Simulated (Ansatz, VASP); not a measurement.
**One calculation of HfC, two programs**

```
CELL_PARAMETERS angstrom
3.85373 0.00000 0.00000
-1.92687 3.33743 0.00000
0.00000 0.00000 4.63659
ATOMIC_POSITIONS crystal
Hf 0.33333 0.66667 0.43762
Hf 0.66667 0.33333 0.93762
C 0.33333 0.66667 0.93738
C 0.66667 0.33333 0.43738
```

Alike in both runs: functional PBE; k mesh 12 × 12 × 10; occupations gaussian, width 0.1 eV; no spin polarisation.

Ansatz relaxed the structure, and its values are those at the end. VASP's run is a single point on that final structure, the one shown.

|  | VASP | Ansatz |
| --- | --- | --- |
| version | VASP 6.6.1 | Ansatz 0.2.0 |
| potentials or method | VASP PAW PBE potentials, release 64 (Hf_pv, C), cutoff 520 eV | scalar-relativistic, plane waves, PAW |
| valence electrons in the cell | 28 | 60 |

Ansatz gave:

| Property | Result |
| --- | --- |
| gap on the k mesh at the Fermi level (eV) | none |
| pressure (GPa) | 0.0 |

Question: What did VASP give for the same quantities?

Answer: gap on the k mesh at the Fermi level (eV): none; pressure (GPa): -0.5.

A gap of «none» marks a metal or a gap that the smearing closes. The functional is the same, so the differences come from potentials, cutoffs and numerics. VASP's potentials hold 28 valence electrons a cell and Ansatz's 60, so a difference there can come from the potentials and not from the codes.

Neither program's run includes spin-orbit coupling.
